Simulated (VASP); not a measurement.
# WS2: single point with r2SCAN

WS2:

```
W S
1.0
     3.16995    0.00000    0.00000
    -1.58497    2.74525    0.00000
     0.00000    0.00000   12.49107
W S
2 4
Direct
  0.33333 0.66667 0.25000
  0.66667 0.33333 0.75000
  0.66667 0.33333 0.37511
  0.66667 0.33333 0.12489
  0.33333 0.66667 0.87511
  0.33333 0.66667 0.62489
```

* Program: VASP 6.6.1
* Task: single point
* Functional: r2SCAN
* Potentials or basis: VASP PAW PBE potentials, release 64 (W_sv, S)
* Cutoff: 550 eV
* k mesh: 12 × 12 × 2
* Occupations: fermi-dirac, width 0.02 eV
* Spin: non-collinear spin, zero start, spin-orbit coupling
* Starting moments: [[0.0, 0.0, 0.0], [0.0, 0.0, 0.0], [0.0, 0.0, 0.0], [0.0, 0.0, 0.0], [0.0, 0.0, 0.0], [0.0, 0.0, 0.0]] μB
* Dipole correction: no
* Further INCAR settings: ALGO = Normal; EDIFF = 1e-06; NBANDS = 68

```yaml
Pressure: 1.7 GPa
Largest_force: 0.004 eV/Å
Net_moment: 0.00 μB per cell
Valence_electrons_inside_the_program's_atomic_spheres: W 12.02; S 3.74
```

Forces in eV/Å, atoms in the order of the input:
```
W    0.000  0.000  0.000
W    0.000  0.000  0.000
S    0.000  0.000 -0.004
S    0.000  0.000  0.004
S    0.000  0.000 -0.004
S    0.000  0.000  0.004
```

Stress tensor (GPa, compression positive):
```
1.82 0.00 0.00
0.00 1.82 0.00
0.00 0.00 1.47
```

Moments on the atoms (μB; x, y, z):
```
W   0.00 0.00 0.00
W   0.00 0.00 0.00
S   0.00 0.00 0.00
S   0.00 0.00 0.00
S   0.00 0.00 0.00
S   0.00 0.00 0.00
```

It took 6.3 min on 4 MPI ranks on Intel(R) Xeon(R) 6975P-C (Granite Rapids), on a shared host, peak memory 0.81 GiB a rank.

Caveat: the PAW data sets were made with another functional, which shifts forces and pressure a little.
